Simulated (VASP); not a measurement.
**LiCaF3: single point with LDA**

The system is LiCaF3.

```xyz
5
Lattice="3.7612 0.0000 0.0000 0.0000 3.7612 0.0000 0.0000 0.0000 3.7612" Properties=species:S:1:pos:R:3 pbc="T T T"
Li    1.8806    1.8806    1.8806
Ca    0.0000    0.0000    0.0000
F    -0.0750    1.8806    1.8806
F     1.8056    1.8806    0.0000
F     1.8056    0.0000    1.8806
```

This cell differs from its parent crystal: all F atoms moved +0.075 Å, as atom 3 towards its neighbour atom 1 (Li) at 1.881 Å.

| Quantity | Value |
| --- | --- |
| Program | VASP 6.6.1 |
| Task | single point |
| Functional | LDA |
| Potentials or basis | VASP PAW LDA potentials, release 64 (Li_sv, Ca_sv, F) |
| Cutoff | 520 eV |
| k mesh | 6 × 6 × 6 |
| Occupations | gaussian, width 0.05 eV |
| Spin | no spin polarisation |
| Dipole correction | no |
| Further INCAR settings | ALGO = Normal; EDIFF = 1e-07; NBANDS = 25 |

* Largest force: 0.340 eV/Å
* Band gap on the k mesh: 6.36 eV (least direct gap 6.48 eV)

Forces on the atoms (eV/Å):
```
Li  -0.340  0.000  0.000
Ca   0.148  0.000  0.000
F    0.302  0.000  0.000
F   -0.055  0.000  0.000
F   -0.055  0.000  0.000
```

Levels at points of the mesh, in eV from the valence-band top:
```tsv
k point	band 14	band 15	band 16	band 17	band 18	band 19	band 20	band 21
(0.00, 0.00, 0.00)	-0.84	-0.12	-0.12	-0.12	6.36	6.37	6.54	8.04
(0.50, 0.00, 0.00)	-1.21	-1.20	-0.43	-0.43	7.49	7.56	8.20	8.83
(0.00, 0.50, 0.00)	-1.20	-1.20	-0.43	-0.43	7.48	7.55	8.21	8.79
(0.50, 0.50, 0.00)	-1.43	-1.42	-0.15	-0.06	7.85	8.03	8.79	8.80
(0.00, 0.50, 0.50)	-1.40	-1.40	-0.14	-0.07	7.87	8.01	8.79	8.79
(0.50, 0.50, 0.50)	-0.13	-0.01	0.00	0.00	7.40	7.40	7.40	8.90
```

It took 39 s on 1 thread of Intel(R) Xeon(R) Platinum 8259CL CPU @ 2.50GHz (Skylake/Cascade Lake) (shared host), peak memory 0.17 GiB.

Caveat: the cell differs from its parent crystal (all F atoms moved +0.075 Å, as atom 3 towards its neighbour atom 1 (Li) at 1.881 Å). A k mesh can miss the band edges.
